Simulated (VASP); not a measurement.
Set up this calculation in VASP 6.6.1, as the native input.

```yaml
Task: single point
Functional: PBE
Potentials_or_basis: VASP PAW PBE potentials, release 64 (Ca_sv, Ge_d, N)
Cutoff: 520 eV
k_mesh: 4 × 4 × 2
Occupations: gaussian, width 0.1 eV
Spin: no spin polarisation
Dipole_correction: no
Further_INCAR_settings: ALGO = Normal; EDIFF = 1e-06; NBANDS = 42
```

The structure of Ca2Ge3N lies in POSCAR:

```
Ca2Ge3N
1.0
    4.1784134876      0.0000000000      0.0000000000
    0.0000000000      4.1784134876      0.0000000000
    0.0000000000      0.0000000000     10.2231670343
Ca Ge N
2 3 1
Direct
    0.0000000000      0.0000000000      0.8205304456
    0.0000000000      0.0000000000      0.1794695544
    0.0000000000      0.0000000000      0.5000000000
    0.0000000000      0.5000000000      0.3840207091
    0.5000000000      0.0000000000      0.6159792909
    0.5000000000      0.5000000000      0.5000000000
```

The cell was built from a structure type or drawn by symmetry, and may not be a known phase.

The input as run:

INCAR

```
SYSTEM = Ca2Ge3N
ALGO     = Normal         ! electronic algorithm
EDIFF    = 1E-6           ! SCF threshold, eV
ENCUT    = 520            ! plane-wave cutoff, eV
GGA      = PE             ! functional
ISIF     = 2              ! what is computed and relaxed
ISMEAR   = 0              ! smearing method
LASPH    = .True.         ! aspherical terms in the spheres
LCHARG   = .False.        ! write CHGCAR
LREAL    = .False.        ! projectors in reciprocal space
LWAVE    = .False.        ! write WAVECAR
NBANDS   = 42             ! bands
NELM     = 100            ! most SCF steps
PREC     = Accurate       ! precision mode
SIGMA    = 0.1            ! smearing width, eV
```

KPOINTS

```
k-points
0
Gamma
  4 4 2
  0 0 0
```

Potentials or basis: VASP PAW PBE potentials, release 64 (Ca_sv, Ge_d, N).

Run with:

```sh
$ cat potpaw_PBE.64/Ca_sv/POTCAR potpaw_PBE.64/Ge_d/POTCAR potpaw_PBE.64/N/POTCAR > POTCAR
$ mpirun -np 1 vasp_std > vasp.out
```

It gave:

The pressure is 0.1 GPa, the largest force is 0.022 eV/Å and the band gap on the k mesh is zero (an odd number of electrons rules out a gap without spin polarisation).

Caveat: the k points lie up to 0.38 Å⁻¹ apart, too coarse for converged energies and pressures of a metal.

Run time: 48 s on 1 thread of Intel(R) Xeon(R) 6975P-C (Granite Rapids), on a shared host, peak memory 0.3 GiB.
